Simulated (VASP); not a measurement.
Set up this calculation in VASP 6.6.1, as the native input.

```yaml
Task: single point
Functional: PBEsol
Potentials_or_basis: VASP PAW PBE potentials, release 64 (Ti_sv, Al)
Cutoff: 520 eV
k_mesh: 18 × 18 × 10
Occupations: gaussian, width 0.15 eV
Spin: no spin polarisation
Dipole_correction: no
Further_INCAR_settings: ALGO = Normal; EDIFF = 1e-06; NBANDS = 14
```

The structure of TiAl lies in POSCAR:

```
TiAl
1.0
    2.8475477334      0.0000000000      0.0000000000
   -1.4237738667      2.4660486756      0.0000000000
    0.0000000000      0.0000000000      5.1735000000
Ti Al
1 1
Direct
    0.0000000000      0.0000000000      0.0000000000
    0.3333333333      0.6666666667      0.5000000000
```

The input as run:

INCAR

```
SYSTEM = TiAl
  PREC = Accurate
  ENCUT = 520
  EDIFF = 1E-6
  ISMEAR = 0
  SIGMA = 0.15
  LREAL = .False.
  LASPH = .True.
  NELM = 100
  ALGO = Normal
  ISIF = 2
  LWAVE = .False.
  LCHARG = .False.
  GGA = PS
  NBANDS = 14
```

KPOINTS

```
regular mesh
0
Gamma
  18 18 10
  0 0 0
```

Potentials or basis: VASP PAW PBE potentials, release 64 (Ti_sv, Al).

Launch:

```bash
$ cat potpaw_PBE.64/Ti_sv/POTCAR potpaw_PBE.64/Al/POTCAR > POTCAR
$ mpirun -np 1 vasp_std > vasp.out
```

It gave:

The pressure is -9.9 GPa. The band gap on the k mesh is zero (an odd number of electrons rules out a gap without spin polarisation).

Caveat: the stress differs along the axes, from -20 to -5 GPa; the PAW data sets were made with another functional, which shifts forces and pressure a little.

Wall time 79 s on 1 thread of Intel(R) Xeon(R) Platinum 8259CL CPU @ 2.50GHz (Skylake/Cascade Lake), with other jobs on the host, peak memory 0.25 GiB.
